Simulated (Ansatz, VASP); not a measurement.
**Two plane-wave programs on K**

```xyz
2
Lattice="2.4380 -4.0476 0.0000 2.4380 4.0476 0.0000 0.0000 0.0000 7.8118" Properties=species:S:1:pos:R:3 pbc="T T T"
K     2.4380   -2.4954    1.9529
K     2.4380    2.5954    5.8588
```

Alike in both runs: task single point; functional LDA; k mesh 8 × 8 × 6; occupations gaussian, width 0.05 eV; no spin polarisation.

|  | VASP | Ansatz |
| --- | --- | --- |
| version | VASP 6.6.1 | Ansatz 0.2.0 |
| potentials or method | VASP PAW LDA potentials, release 64 (K_sv), cutoff 520 eV | scalar-relativistic, plane waves, PAW |
| valence electrons in the cell | 18 | 18 |

|  | VASP | Ansatz | Ansatz less VASP |
| --- | --- | --- | --- |
| gap on the k mesh at the Fermi level (eV) | none | none | - |
| pressure (GPa) | -0.6 | -0.6 | +0.02 |
| traceless stress, the component that is largest in VASP (GPa) | -0.10 | -0.10 | 0.000 |
| rms of the force components (eV/Å) | 0.004 | 0.004 | -0.0001 |

LDA's correlation is that of Perdew and Zunger in VASP and of Perdew and Wang (1992) in Ansatz. Atom by atom the forces differ by 0.000 eV/Å (rms over components). A gap of «none» marks a metal or a gap that the smearing closes.
